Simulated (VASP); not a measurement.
Set up this calculation in VASP 6.6.1, as the native input.

```
Task                   : relaxation of cell and atoms
Functional             : PBE
Potentials or basis    : VASP PAW PBE potentials, release 64 (K_sv, Br)
Cutoff                 : 600 eV
k mesh                 : 6 × 6 × 4
Occupations            : fermi-dirac, width 0.02 eV
Spin                   : no spin polarisation
Dipole correction      : no
Further INCAR settings : ALGO = Normal; EDIFF = 1e-06; IBRION = 2; EDIFFG = -0.005; NSW = 80; ISIF = 3
```

The structure of KBr lies in POSCAR:

```
KBr
1.0
    5.2561962849      0.0000000000      0.0000000000
   -2.6280981424      4.5519995100      0.0000000000
    0.0000000000      0.0000000000      6.5698962000
K Br
2 2
Direct
    0.3333333333      0.6666666667      0.2500000000
    0.6666666667      0.3333333333      0.7500000000
    0.6666666667      0.3333333333      0.2500000000
    0.3333333333      0.6666666667      0.7500000000
```

These files were run (other wordings do the same):

INCAR

```
ALGO = Normal ; EDIFF = 1E-6
EDIFFG = -0.005 ; ENCUT = 600
GGA = PE ; IBRION = 2
ISIF = 3 ; ISMEAR = -1
LASPH = True ; LCHARG = False
LREAL = False ; LWAVE = False
NELM = 100 ; NSW = 80
PREC = Accurate ; SIGMA = 0.02
```

KPOINTS

```
k-points
0
Gamma
  6 6 4
```

Potentials or basis: VASP PAW PBE potentials, release 64 (K_sv, Br).

Launch:

```console
$ cat potpaw_PBE.64/K_sv/POTCAR potpaw_PBE.64/Br/POTCAR > POTCAR
$ mpirun -np 1 vasp_std > vasp.out
```

It gave:

| Property | Result |
| --- | --- |
| Relaxed volume | 46.39 Å³/atom |
| Relaxed cell | a = 5.678 Å, b = 5.678 Å, c = 6.645 Å, α = 90.00°, β = 90.00°, γ = 120.00° |
| Space group after relaxing (to 0.05 Å) | P6_3/mmc (No. 194) |
| Energy gained by relaxing | 60.7 meV/atom |
| Ionic steps | 10 |
| Pressure after relaxing | 0.0 GPa |
| Band gap on the k mesh | 4.13 eV, direct |

Caveat: the volume moved by over 15 % at a fixed basis, so the end points are rough.

Wall time 4.4 min on 1 thread of Intel(R) Xeon(R) 6975P-C (Granite Rapids) (shared host), peak memory 0.35 GiB.
